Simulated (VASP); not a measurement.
Runs of VASP 6.6.1 on Sc. The structure is that of space group P6_3/mmc (No. 194), or close to it. The cells are those of the table. 

```tsv
cell	further INCAR settings	gap on the mesh (eV)	pressure (GPa)
a = 3.210, b = 3.210, c = 5.110 Å, angles 90.0, 90.0, 120.0°, 2 atoms	ALGO = Fast; EDIFF = 1e-06; NBANDS = 18	none	(b)
a = 3.210, b = 3.210, c = 5.189 Å, angles 90.0, 90.0, 120.0°, 2 atoms	ALGO = Fast; EDIFF = 1e-07; NBANDS = 18	none	(a)
a = 3.259, b = 3.259, c = 5.426 Å, angles 90.0, 90.0, 120.0°, 2 atoms	ALGO = Fast; EDIFF = 1e-06; NBANDS = 18	none	-0.4
a = 3.358, b = 3.358, c = 5.110 Å, angles 90.0, 90.0, 120.0°, 2 atoms	ALGO = Fast; EDIFF = 1e-06; NBANDS = 18	none	-0.6
a = 3.408, b = 3.408, c = 5.110 Å, angles 90.0, 90.0, 120.0°, 2 atoms	ALGO = Fast; EDIFF = 1e-07; NBANDS = 18	none	-2.1
a = 3.358, b = 3.358, c = 5.189 Å, angles 90.0, 90.0, 120.0°, 2 atoms	ALGO = Fast; EDIFF = 1e-06; NBANDS = 18	none	-1.4
a = 3.259, b = 3.259, c = 5.189 Å, angles 90.0, 90.0, 120.0°, 2 atoms	ALGO = Fast; EDIFF = 1e-06; NBANDS = 18	none	2.0
a = 3.408, b = 3.408, c = 5.268 Å, angles 90.0, 90.0, 120.0°, 2 atoms	ALGO = Fast; EDIFF = 1e-06; NBANDS = 18	none	-3.4
```

Alike in all rows: task single point; level PBE; potentials or basis VASP PAW PBE potentials, release 64 (Sc_sv); no spin polarisation; k mesh 18 × 18 × 10; cutoff (eV) 520; smearing gaussian 0.15 eV.

Q: Estimate the missing entries.

A: (a) 4.0; (b) 5.0.

Caveats: the cell stands under pressure (at least some runs); the cell stands under tension (at least some runs).

A gap of «none» marks levels without a gap at the run's occupations.
